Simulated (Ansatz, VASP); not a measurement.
CdSe in VASP and in Ansatz

```xyz
2
Lattice="0.0774 3.0838 3.0838 3.0838 0.0774 3.0838 3.0838 3.0838 0.0774" Properties=species:S:1:pos:R:3 pbc="T T T"
Cd    0.0173    0.0173    0.0173
Se    1.5440    1.5440    1.5440
```

Change from the starting cell: epitaxial_111 strain -2.0%.

Alike in both runs: task single point; functional r2SCAN; k mesh 8 × 8 × 8; no spin polarisation.

```csv
,VASP,Ansatz
version,VASP 6.6.1,Ansatz 0.2.0
potentials or method,"VASP PAW PBE potentials, release 64 (Cd, Se)","plane waves, PAW"
plane-wave cutoff (eV),520,500
occupations,"gaussian, width 0.01 eV",fixed
valence electrons in the cell,18,36
```

```csv
,VASP,Ansatz,Ansatz less VASP
gap on the k mesh at the Fermi level (eV),1.00,1.01,+0.010
pressure (GPa),1.4,1.1,-0.26
"traceless stress, the component that is largest in VASP (GPa)",-0.57,-0.57,+0.004
rms of the force components (eV/Å),0.002,0.004,+0.0016
```

VASP's potentials were made for PBE, not for r2SCAN. Atom by atom the forces differ by 0.002 eV/Å (rms over components). VASP's potentials hold 18 valence electrons a cell and Ansatz's 36, so a difference there can come from the potentials and not from the codes.
